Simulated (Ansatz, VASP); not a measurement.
## NaH: VASP beside Ansatz

The input INCAR:

```
PREC = Accurate
ENCUT = 520
EDIFF = 1E-7
ISMEAR = 0
SIGMA = 0.05
LREAL = F
LASPH = T
NELM = 80
ALGO = Normal
ISIF = 2
LWAVE = F
LCHARG = F
GGA = PE
NBANDS = 11
```

Contents of KPOINTS:

```
Automatic mesh
0
Gamma
  10 10 10
```

POSCAR

```
NaH
1.0
    2.8073678000      0.0000000000      0.0000000000
    0.0000000000      2.8073678000      0.0000000000
    0.0000000000      0.0000000000      2.8812459000
Na H
1 1
Direct
    0.0000000000      0.0000000000      0.0000000000
    0.5000000000      0.5000000000      0.5000000000
```

Input for Ansatz:

```yaml
crystal:
  lattice:
    - [2.8073678, 0.0, 0.0]
    - [0.0, 2.8073678, 0.0]
    - [0.0, 0.0, 2.8812459]
  atoms:
    - { symbol: Na, position: [0.0, 0.0, 0.0] }
    - { symbol: H, position: [0.5, 0.5, 0.5] }
basis:
  ecutwfc: 420
kpoints:
  mp_grid: { grid: [10, 10, 10] }
hamiltonian:
  xc: pbe
scf:
  occupations: { method: gaussian, width: 0.05 }
output:
  forces: true
  stress: true
  eigenvalues: true
```

Change from the starting cell: strain -0.050 along x and y, -0.025 along z, atoms carried along.

Alike in both runs: task single point; functional PBE; k mesh 10 × 10 × 10; occupations gaussian, width 0.05 eV; no spin polarisation.

|  | VASP | Ansatz |
| --- | --- | --- |
| version | VASP 6.6.1 | Ansatz 0.2.0 |
| potentials or method | VASP PAW PBE potentials, release 64 (Na_pv, H), cutoff 520 eV | scalar-relativistic, plane waves, PAW |
| valence electrons in the cell | 8 | 10 |

|  | VASP | Ansatz | Ansatz less VASP |
| --- | --- | --- | --- |
| gap on the k mesh at the Fermi level (eV) | 0.86 | 0.86 | +0.003 |
| least direct gap on the mesh (eV) | 4.76 | 4.77 | +0.007 |
| pressure (GPa) | 4.2 | 4.2 | +0.04 |
| traceless stress, the component that is largest in VASP (GPa) | -2.32 | -2.32 | +0.003 |

VASP's potentials hold 8 valence electrons a cell and Ansatz's 10, so a difference there can come from the potentials and not from the codes.
